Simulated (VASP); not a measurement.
# C in VASP: a series of runs

The runs below take C through single point, with PBE.

Everything below comes from runs of VASP 6.6.1. Logs are shortened: lines on timing, memory, paths and dates and some standing lists are left out, and cuts for length are marked.

### Step 1. The cell of the first run

The cell holds a slab with vacuum, 32 atoms: a = 9.864 Å, b = 9.864 Å, c = 11.000 Å, α = 90.00°, β = 90.00°, γ = 120.00°.

### Step 2. Single point, PBE

The input, INCAR:

```
ALGO = Normal ; EDIFF = 1E-6
ENCUT = 520 ; GGA = PE
ISIF = 2 ; ISMEAR = -1
LASPH = T ; LCHARG = F
LREAL = Auto ; LWAVE = F
NBANDS = 86 ; NELM = 60
PREC = Accurate ; SIGMA = 0.02
```

The input, KPOINTS:

```
k-points
0
Gamma
  1 1 1
```

The input, POSCAR:

```
C
1.0
    9.8640000000      0.0000000000      0.0000000000
   -4.9320000000      8.5424750000      0.0000000000
    0.0000000000      0.0000000000     11.0000000000
C
32
Direct
   -0.0077006129     -0.0003160677      0.0858454545
    0.1655762808      0.0870122535      0.0890090909
   -0.0028098217      0.2496115002      0.0765000000
    0.1564355392      0.3297405026      0.0732363636
   -0.0067543495      0.5033201736      0.0774090909
    0.1614555048      0.5873473437      0.0856000000
    0.0050179214      0.7632799628      0.0801454545
    0.1718065972      0.8475061384      0.0844000000
    0.2573971017      0.0199239682      0.0923545455
    0.4223822252      0.0941764535      0.0930363636
    0.2440472500      0.2543759274      0.0844818182
    0.4054626188      0.3337557324      0.0896909091
    0.2362478445      0.4971510013      0.0875090909
    0.4116465339      0.5904260768      0.0908363636
    0.2528842245      0.7578365755      0.0891090909
    0.4199490016      0.8411145482      0.0943727273
    0.4964012574      0.0037108683      0.0940545455
    0.6647308680      0.0910391895      0.0951727273
    0.4963823311      0.2592691228      0.1058636364
    0.6637005028      0.3445137387      0.0934000000
    0.4887092107      0.5071832227      0.0964727273
    0.6517617076      0.5872419878      0.0889727273
    0.5003078690      0.7626595337      0.0978818182
    0.6661688730      0.8467335286      0.0915181818
    0.7470492489      0.0077846292      0.1000272727
    0.9155302282      0.0805738384      0.0800454545
    0.7476750489      0.2585901627      0.0986545455
    0.9130282805      0.3371271207      0.0787545455
    0.7412802538      0.5069725109      0.0788090909
    0.9072071500      0.5889276820      0.0672727273
    0.7412163849      0.7506606692      0.0927454545
    0.9094961688      0.8350507318      0.0888818182
```

Potentials or basis: VASP PAW PBE potentials, release 64 (C).

Launch:

```console
$ cat potpaw_PBE.64/C/POTCAR > POTCAR
$ mpirun -np 1 vasp_gam > vasp.out
```

OUTCAR:

```text
EDIFF = 1E-6
   ENCUT = 520
   GGA = PE
   ISIF = 2
   ISMEAR = -1
   LASPH = T
   LREAL = Auto
   NELM = 60
   PREC = Accurate

 ion  position               nearest neighbor table
   1  0.992  1.000  0.086-  26 1.35  32 1.41   2 1.48
   2  0.166  0.087  0.089-   9 1.36  11 1.43   1 1.48
   3  0.997  0.250  0.077-   4 1.36  26 1.44  28 1.47
   4  0.156  0.330  0.073-   3 1.36  11 1.40  13 1.44
   5  0.993  0.503  0.077-  28 1.42   6 1.44  30 1.47
   6  0.161  0.587  0.086-  13 1.41   5 1.44  15 1.46
[... 24 lines left out ...]
  31  0.741  0.751  0.093-  22 1.40  32 1.44  24 1.47
  32  0.909  0.835  0.089-   1 1.41   7 1.44  31 1.44

  LATTYP: Found a hexagonal cell.
 ALAT       =     9.8640000000
 C/A-ratio  =     1.1151662612

  Lattice vectors:

 A1 = (   9.8640000000,   0.0000000000,   0.0000000000)
 A2 = (  -4.9320000000,   8.5424750000,   0.0000000000)
 A3 = (   0.0000000000,   0.0000000000,  11.0000000000)

Analysis of symmetry for initial positions (statically):
=====================================================================
 Subroutine PRICEL returns:
 Original cell was already a primitive cell.

 Routine SETGRP: Setting up the symmetry group for a
 hexagonal supercell.

 Subroutine GETGRP returns: Found  1 space group operations
 (whereof  1 operations were pure point group operations)
 out of a pool of 24 trial point group operations.

The static configuration has the point symmetry C_1 .

Analysis of symmetry for dynamics (positions and initial velocities):
=====================================================================
 Subroutine PRICEL returns:
 Original cell was already a primitive cell.

 Routine SETGRP: Setting up the symmetry group for a
 hexagonal supercell.

 Subroutine GETGRP returns: Found  1 space group operations
 (whereof  1 operations were pure point group operations)
 out of a pool of 24 trial point group operations.

The dynamic configuration has the point symmetry C_1 .

 Subroutine INISYM returns: Found  1 space group operations
 (whereof  1 operations are pure point group operations),
 and found     1 'primitive' translations

----------------------------------------------------------------------------------------

                                     Primitive cell

  volume of cell :     926.8927

  direct lattice vectors                    reciprocal lattice vectors
     9.864000000  0.000000000  0.000000000     0.101378751  0.058531046  0.000000000
    -4.932000000  8.542475000  0.000000000     0.000000000  0.117062093  0.000000000
     0.000000000  0.000000000 11.000000000     0.000000000  0.000000000  0.090909091

  length of vectors
     9.864000000  9.864000361 11.000000000     0.117062097  0.117062093  0.090909091

  position of ions in fractional coordinates (direct lattice)
     0.992299387  0.999683932  0.085845455
     0.165576281  0.087012253  0.089009091
     0.997190178  0.249611500  0.076500000
     0.156435539  0.329740503  0.073236364
     0.993245651  0.503320174  0.077409091
     0.161455505  0.587347344  0.085600000
[... 24 lines left out ...]
     0.741216385  0.750660669  0.092745454
     0.909496169  0.835050732  0.088881818

  ion indices of the primitive-cell ions
   primitive index   ion index
                 1           1
                 2           2
                 3           3
                 4           4
                 5           5
                 6           6
[... 24 lines left out ...]
                31          31
                32          32

----------------------------------------------------------------------------------------

 KPOINTS: k-points

Automatic generation of k-mesh.
 Grid dimensions read from file:
 generate k-points for:    1    1    1

 Generating k-lattice:

  Cartesian coordinates                     Fractional coordinates (reciprocal lattice)
     0.101378751  0.058531046  0.000000000     1.000000000 -0.000000000  0.000000000
     0.000000000  0.117062093  0.000000000     0.000000000  1.000000000  0.000000000
     0.000000000  0.000000000  0.090909091     0.000000000  0.000000000  1.000000000

  Length of vectors
     0.117062097  0.117062093  0.090909091

  Shift w.r.t. Gamma in fractional coordinates (k-lattice)
     0.000000000  0.000000000  0.000000000

 Subroutine IBZKPT returns following result:
 ===========================================

 Found      1 irreducible k-points:

 Following reciprocal coordinates:
            Coordinates               Weight
  0.000000  0.000000  0.000000      1.000000
   k-points           NKPTS =      1   k-points in BZ     NKDIM =      1   number of bands    NBANDS=     86
   number of dos      NEDOS =    301   number of ions     NIONS =     32
   total plane-waves  NPLWV = 537600
   dimension x,y,z NGX =    80 NGY =   80 NGZ =   84
   dimension x,y,z NGXF=   160 NGYF=  160 NGZF=  168
   ions per type =              32
   NGX,Y,Z   is equivalent  to a cutoff of  13.48, 13.48, 12.70 a.u.
   NGXF,Y,Z  is equivalent  to a cutoff of  26.97, 26.97, 25.39 a.u.
 SYSTEM =  unknown system
   PREC   = accura    normal or accurate (medium, high low for compatibility)
   ISTART =      0    job   : 0-new  1-cont  2-samecut
   ICHARG =      2    charge: 1-file 2-atom 10-const
   ISPIN  =      1    spin polarized calculation?
   LNONCOLLINEAR =      F non collinear calculations
   LSORBIT =      F    spin-orbit coupling
   LASPH  =      T    aspherical Exc in radial PAW
   ENCUT  =  520.0 eV  38.22 Ry    6.18 a.u.  18.34 18.34 20.45*2*pi/ulx,y,z
   NELM   =     60;   NELMIN=  2; NELMDL= -5     # of ELM steps
   EDIFF  = 0.1E-05   stopping-criterion for ELM
   LREAL  =      T    real-space projection
   EDIFFG = 0.1E-04   stopping-criterion for IOM
   NSW    =      0    number of steps for IOM
   IBRION =     -1    ionic relax: 0-MD 1-quasi-New 2-CG
   NFREE  =      0    steps in history (QN), initial steepest desc. (CG)
   ISIF   =      2    stress and relaxation
   ISYM   =      2    0-nonsym 1-usesym 2-fastsym
   POTIM  = 0.5000    time-step for ionic-motion
   TEBEG  =    0.0;   TEEND  =   0.0 temperature during run
   PSTRESS=    0.0 pullay stress
   NELECT =     128.0000    total number of electrons
   NUPDOWN=      -1.0000    fix difference up-down
   EMIN   =  10.00;   EMAX   =-10.00  energy-range for DOS
   EFERMI =   0.00;   METHOD = LEGACY
   ISMEAR =    -1;   SIGMA  =   0.02  broadening in eV -4-tet -1-fermi 0-gaus
   EFERMI_NEDOS =   21; number of points for ismear=-14 and -15
   IALGO  =     38    algorithm
   IMIX   =      4    mixing-type and parameters
     AMIX     =   0.40;   BMIX     =  1.00
     AMIX_MAG =   1.60;   BMIX_MAG =  1.00
  volume/ion in A,a.u.               =      28.97       195.47
  Fermi-wavevector in a.u.,A,eV,Ry     =   0.846191  1.599069  9.742302  0.716039
  Thomas-Fermi vector in A             =   1.961499
   LORBIT       =      0    0 simple, 1 ext, 2 COOP (PROOUT), +10 PAW based schemes
   GGA     = PE    functional components
   LHFCALC =     F    Hartree Fock is set to
   AEXX    =    0.0000 exact exchange contribution
   IVDW    =     0    specifies the selected vdW correction
   LEPSILON=     F    determine dielectric tensor
   LRPA    =     F    only Hartree local field effects (RPA)
 non-spin polarized calculation
  energy-cutoff  :      520.00
  volume of cell :      926.89
 maximum number of plane-waves:     12471
 NGX is ok and might be reduce to    80
   NGX = 37   NGY = 37   NGZ = 41

 number of electron     128.0000001 magnetization

 Free energy of the ion-electron system (eV)
  ---------------------------------------------------
  ext. energy  EPLUGINS =         0.00000000
  ---------------------------------------------------
  free energy    TOTEN  =      -293.34756629 eV

  energy without entropy =     -293.34756629  energy(sigma->0) =     -293.34756629

 E-fermi :  -3.2023     XC(G=0):  -3.8950

 val. band max:       -3.7211229541   @ k =   0.0000   0.0000   0.0000
 cond. band min:       0.0092345768   @ k =   0.0000   0.0000   0.0000
 fundamental gap:      3.7303575309
 Fermi energy:        -3.2022907133

 k-point     1 :       0.0000    0.0000    0.0000
  band No.  band energies     occupation
      1     -21.0497      2.00000
      2     -19.8268      2.00000
      3     -19.6832      2.00000
      4     -19.5990      2.00000
      5     -19.5028      2.00000
      6     -19.4501      2.00000
[... 68 lines left out ...]
     75       2.9735      0.00000
     76       3.5915      0.00000
 [bands above 76 left out]

------------------------ aborting loop because EDIFF is reached ----------------------------------------

  FORCE on cell =-STRESS in cart. coord.  units (eV):
  Direction    XX          YY          ZZ          XY          YZ          ZX
  --------------------------------------------------------------------------------------
  -------------------------------------------------------------------------------------
  Total        3.0178312     -0.5727831     -1.5481613     -2.2885157     -1.2199899      0.5026007
  in kB        5.2164621     -0.9900824     -2.6760690     -3.9558062     -2.1088094      0.8687688
  external PRESSURE =       0.5167702 kB  Pullay stress =       0.0000000 kB

 VOLUME and BASIS-vectors are now :
 -----------------------------------------------------------------------------
  energy-cutoff  :      520.00
  volume of cell :      926.89
      direct lattice vectors                 reciprocal lattice vectors
     9.864000000  0.000000000  0.000000000     0.101378751  0.058531046  0.000000000
    -4.932000000  8.542475000  0.000000000     0.000000000  0.117062093  0.000000000
     0.000000000  0.000000000 11.000000000     0.000000000  0.000000000  0.090909091

 POSITION                                       TOTAL-FORCE (eV/Angst)
 -----------------------------------------------------------------------------------
      4.85760      8.53977      0.94430         3.140185     -0.206240      0.128501
      1.20410      0.74330      0.97910        -2.532558      1.282171     -0.369203
      8.60520      2.13230      0.84150        -2.458820     -0.930713     -0.278903
     -0.08320      2.81680      0.80560         0.853918      2.961784      1.006241
      7.31500      4.29960      0.85150        -0.665217      0.966175     -0.562641
     -1.30420      5.01740      0.94160        -0.579399      0.425570     -0.193035
[... 24 lines left out ...]
      3.60910      6.41250      1.02020        -0.288453      2.190996     -0.615336
      4.85280      7.13340      0.97770         0.903021     -0.254312     -0.241147
 -----------------------------------------------------------------------------------
    total drift:                               -0.012252     -0.030229     -0.010534

  FREE ENERGIE OF THE ION-ELECTRON SYSTEM (eV)
  ---------------------------------------------------
  free  energy   TOTEN  =      -293.3475662878 eV

  energy  without entropy=     -293.3475662878  energy(sigma->0) =     -293.34756629
```

It took 3.8 min on 1 thread of Intel Xeon Platinum 8259CL at 2.50GHz (Skylake/Cascade Lake), shared host; peak memory 0.88 GiB.

What came out:

| Property | Result |
| --- | --- |
| Free energy | -293.3476 eV |
| Largest force | 5.032 eV/Å |

Forces on the atoms (eV/Å):
```
C    3.140 -0.206  0.129
C   -2.533  1.282 -0.369
C   -2.459 -0.931 -0.279
C    0.854  2.962  1.006
C   -0.665  0.966 -0.563
C   -0.579  0.426 -0.193
C   -1.561 -2.485 -0.317
C    0.536 -0.550  0.379
C    1.017 -4.445 -0.454
C   -1.754  0.244  0.993
C    0.078 -1.951 -0.318
C    1.012  2.743  1.257
C    2.042  2.045 -0.653
C   -2.544  0.138  0.743
C   -1.528 -0.267 -0.206
C   -2.957 -0.192 -0.092
C    1.361  2.349  0.057
C   -0.434  0.129  0.891
C    0.971 -0.068 -1.814
C    0.349 -1.159  0.664
C    1.177 -2.347 -1.014
C    2.308  0.160  0.034
C    1.497 -2.750 -0.759
C    0.463 -3.083  1.286
C    1.569  0.769 -1.845
C   -3.974  2.827  1.238
C   -0.304 -0.066 -1.565
C    0.153 -0.516  0.827
C   -0.181  0.806  0.275
C    2.331  1.233  1.517
C   -0.288  2.191 -0.615
C    0.903 -0.254 -0.241
```

Caveat: the k points lie up to 0.74 Å⁻¹ apart; the atoms stand as in a frame of molecular dynamics.

### Step 3. Single point, PBE

The input, INCAR:

```
ALGO = Normal
EDIFF = 1E-6
ENCUT = 520
GGA = PE
ISIF = 2
ISMEAR = -1
LASPH = True
LCHARG = False
LREAL = Auto
LWAVE = False
NBANDS = 86
NELM = 60
PREC = Accurate
SIGMA = 0.02
```

KPOINTS is that of step 2.

The input, POSCAR:

```
C
1.0
    9.8640000000      0.0000000000      0.0000000000
   -4.9320000000      8.5424750000      0.0000000000
    0.0000000000      0.0000000000     11.0000000000
C
32
Direct
   -0.0032564779      0.0108633622      0.0800636364
    0.1626055315      0.0934389624      0.0817909091
   -0.0012585380      0.2606621617      0.0811272727
    0.1612407954      0.3379114367      0.0809727273
    0.0029976347      0.5142069482      0.0723636364
    0.1697545759      0.5959162889      0.0729363636
   -0.0128207032      0.7499465904      0.0768909091
    0.1548032857      0.8355189802      0.0849181818
    0.2412762277      0.0049166079      0.0835181818
    0.4037976525      0.0796958727      0.0935454545
    0.2473170263      0.2562723333      0.0898090909
    0.4205549369      0.3436240668      0.0932272727
    0.2525263463      0.5050526926      0.0831909091
    0.4161043176      0.5921234771      0.0941545455
    0.2408591363      0.7578131630      0.0860181818
    0.4059133569      0.8365023017      0.1030454545
    0.4896428134     -0.0015335134      0.1125000000
    0.6534065078      0.0816508096      0.0893636364
    0.4921012425      0.2482535799      0.0935636364
    0.6608352502      0.3367759344      0.0802727273
    0.5025468854      0.5110345655      0.0913181818
    0.6692109872      0.5915849915      0.0968727273
    0.4989935243      0.7596861565      0.1049000000
    0.6603114313      0.8370056687      0.1017272727
    0.7449224929      0.0000234124      0.1010727273
    0.9123882990      0.0954173117      0.0922090909
    0.7453796868      0.2577707280      0.0832272727
    0.9214948176      0.3430504625      0.0696454545
    0.7469624907      0.4994805370      0.0906000000
    0.9141483452      0.5885764957      0.0850727273
    0.7529833895      0.7571224967      0.0885545455
    0.9159603971      0.8439240384      0.0835727273
```

Potentials or basis: VASP PAW PBE potentials, release 64 (C).

Launch:

```console
$ cat potpaw_PBE.64/C/POTCAR > POTCAR
$ mpirun -np 1 vasp_gam > vasp.out
```

OUTCAR:

```text
EDIFF = 1E-6
   ENCUT = 520
   GGA = PE
   ISIF = 2
   ISMEAR = -1
   LASPH = True
   LREAL = Auto
   NELM = 60
   PREC = Accurate

 ion  position               nearest neighbor table
   1  0.997  0.011  0.080-   2 1.42  32 1.43  26 1.45
   2  0.163  0.093  0.082-  11 1.39   1 1.42   9 1.43
   3  0.999  0.261  0.081-  28 1.37   4 1.39  26 1.42
   4  0.161  0.338  0.081-   3 1.39  13 1.43  11 1.44
   5  0.003  0.514  0.072-  30 1.40   6 1.42  28 1.46
[... 341 lines left out ...]
  Total       -1.6458319      1.0853269     -1.7111554      0.4664396      0.9830063      0.2196336
  in kB       -2.8448974      1.8760382     -2.9578121      0.8062627      1.6991723      0.3796469
  external PRESSURE =      -1.3088904 kB  Pullay stress =       0.0000000 kB

 VOLUME and BASIS-vectors are now :
 -----------------------------------------------------------------------------
  energy-cutoff  :      520.00
  volume of cell :      926.89
      direct lattice vectors                 reciprocal lattice vectors
     9.864000000  0.000000000  0.000000000     0.101378751  0.058531046  0.000000000
    -4.932000000  8.542475000  0.000000000     0.000000000  0.117062093  0.000000000
     0.000000000  0.000000000 11.000000000     0.000000000  0.000000000  0.090909091

 POSITION                                       TOTAL-FORCE (eV/Angst)
 -----------------------------------------------------------------------------------
      9.77830      0.09280      0.88070        -0.445805      0.306170      0.878274
      1.14310      0.79820      0.89970         0.632350     -0.990196      0.010527
      8.56600      2.22670      0.89240        -0.032559     -1.320191     -0.210185
     -0.07610      2.88660      0.89070         2.476181      1.393998      0.524680
     -2.50650      4.39260      0.79600         1.111135     -2.372329     -0.125882
     -1.26460      5.09060      0.80230        -0.107206     -2.143982      0.728705
[... 24 lines left out ...]
      3.69330      6.46770      0.97410        -2.746366      0.074457      1.251072
      4.87280      7.20920      0.91930        -0.521702     -0.637253     -0.593900
 -----------------------------------------------------------------------------------
    total drift:                                0.006392     -0.000837     -0.000166

  FREE ENERGIE OF THE ION-ELECTRON SYSTEM (eV)
  ---------------------------------------------------
  free  energy   TOTEN  =      -293.4888966543 eV

  energy  without entropy=     -293.4888966543  energy(sigma->0) =     -293.48889665
```

stdout:

```text
POSCAR found type information on POSCAR C
 POSCAR found :  1 types and      32 ions
 scaLAPACK will be used
 LDA part: xc-table for (Slater+PW92), standard interpolation
 POSCAR, INCAR and KPOINTS ok, starting setup
 FFT: planning ... GRIDC
 FFT: planning ... GRID_SOFT
 FFT: planning ... GRID
 WAVECAR not read
 entering main loop
```

Wall time 3.6 min (1 thread of Intel Xeon Platinum 8259CL at 2.50GHz (Skylake/Cascade Lake), shared host); peak memory 0.88 GiB.

What came out:

```
Free energy   : -293.4889 eV
Largest force : 4.518 eV/Å
```

Forces on the atoms (eV/Å):
```
C   -0.446  0.306  0.878
C    0.632 -0.990  0.011
C   -0.033 -1.320 -0.210
C    2.476  1.394  0.525
C    1.111 -2.372 -0.126
C   -0.107 -2.144  0.729
C    1.783  2.854  1.018
C   -0.429  1.012 -0.804
C   -0.435 -1.214  0.516
C    0.880  1.896  0.772
C    0.325  1.689 -0.413
C   -1.811 -1.804 -0.241
C   -2.623  1.210 -0.519
C    1.056 -0.280 -0.164
C    1.873 -0.178  0.359
C    1.548 -0.228  0.485
C   -0.748  1.546 -2.376
C    2.288  1.936  1.994
C    0.062  1.487 -0.797
C    0.028 -1.160  1.486
C    0.205 -0.555  0.772
C    0.432 -0.836 -0.920
C   -2.361 -2.014 -0.639
C    2.886  0.087 -0.246
C   -2.035  3.023 -1.017
C    1.036 -2.357 -0.672
C    2.178 -2.147 -1.118
C   -4.282  0.834  1.175
C   -1.228  2.182 -0.339
C   -0.994 -1.294 -0.776
C   -2.746  0.074  1.251
C   -0.522 -0.637 -0.594
```

Caveat: the k points lie up to 0.74 Å⁻¹ apart; the atoms stand as in a frame of molecular dynamics.
